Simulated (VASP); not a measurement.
## V: single point with LDA

The system is V.

```
CELL_PARAMETERS angstrom
0.00000 2.92562 0.00000
2.92562 0.00000 0.00000
2.92562 2.92562 -2.92562
ATOMIC_POSITIONS crystal
V 0.00000 0.00000 0.00000
V 0.00000 0.00000 0.50000
```

* Program: VASP 6.6.1
* Task: single point
* Functional: LDA
* Potentials or basis: VASP PAW LDA potentials, release 64 (V_sv)
* Cutoff: 520 eV
* k mesh: 20 × 20 × 10
* Occupations: gaussian, width 0.05 eV
* Spin: collinear spin, antiferromagnetic start
* Starting moments: [1.0, -1.0] μB

- Pressure: 0.6 GPa
- Band gap on the k mesh: zero (filled and empty bands overlap)
- Net moment: 0.00 μB per cell
- Valence electrons inside the program's atomic spheres: V 11.81

Levels at points of the mesh, in eV from the Fermi level:
Spin up:
```tsv
k point	band 11	band 12	band 13	band 14	band 15	band 16
(0.00, 0.00, 0.00)	-3.36	0.40	0.40	0.40	2.59	2.59
(0.50, 0.00, 0.00)	-1.30	-1.30	2.04	2.04	2.62	2.62
(0.00, 0.00, 0.50)	-0.72	-0.72	0.90	0.90	0.90	0.90
(0.50, 0.50, 0.50)	-1.17	-1.17	-1.17	-1.17	3.07	3.07
```
Spin down:
| k point | band 10 | band 11 | band 12 | band 13 | band 14 | band 15 | band 16 | band 17 |
| --- | --- | --- | --- | --- | --- | --- | --- | --- |
| (0.00, 0.00, 0.00) | -3.36 | -3.36 | 0.40 | 0.40 | 0.40 | 2.59 | 2.59 | 4.10 |
| (0.50, 0.00, 0.00) | -3.43 | -1.30 | -1.30 | 2.04 | 2.04 | 2.62 | 2.62 | 3.00 |
| (0.00, 0.00, 0.50) | -2.86 | -0.72 | -0.72 | 0.90 | 0.90 | 0.90 | 0.90 | 2.12 |
| (0.50, 0.50, 0.50) | -1.17 | -1.17 | -1.17 | -1.17 | -1.17 | 3.07 | 3.07 | 3.07 |

Wall time 7.4 min on 1 thread of AMD EPYC 7R13, on a shared host, peak memory 0.21 GiB.
